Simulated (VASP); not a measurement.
Runs of VASP 6.6.1 on MgS. The structure is that of space group I4/mmm (No. 139), or close to it. The cells are those of the table. 

```csv
cell,gap on the mesh (eV),pressure (GPa)
"a = 3.606, b = 3.606, c = 3.679 Å, angles 59.3, 59.3, 61.3°, 2 atoms",(a),3.4
"a = 3.754, b = 3.754, c = 3.826 Å, angles 59.4, 59.4, 61.3°, 2 atoms",3.10,(c)
"a = 3.612, b = 3.612, c = 3.826 Å, angles 58.0, 58.0, 64.0°, 2 atoms",3.04,2.7
"a = 3.691, b = 3.691, c = 3.385 Å, angles 62.7, 62.7, 54.6°, 2 atoms",3.33,13.2
"a = 3.829, b = 3.829, c = 3.679 Å, angles 61.3, 61.3, 57.4°, 2 atoms",3.01,(b)
"a = 3.682, b = 3.682, c = 3.532 Å, angles 61.3, 61.3, 57.3°, 2 atoms",(d),4.3
"a = 3.682, b = 3.682, c = 3.826 Å, angles 58.7, 58.7, 62.6°, 2 atoms",3.05,-2.2
"a = 3.759, b = 3.759, c = 3.532 Å, angles 62.0, 62.0, 56.0°, 2 atoms",3.13,2.1
```

Alike in all rows: task single point; level r2SCAN; potentials or basis VASP PAW PBE potentials, release 64 (Mg, S); no spin polarisation; k mesh 8 × 8 × 8; cutoff (eV) 520; smearing gaussian 0.05 eV.

Problem. Fill in the values left out.

Solution. (a) 3.32; (b) -4.9; (c) -5.5; (d) 3.25.

Caveats: the PAW data sets were made with another functional, which shifts forces and pressure a little.

A k mesh can miss the band edges.
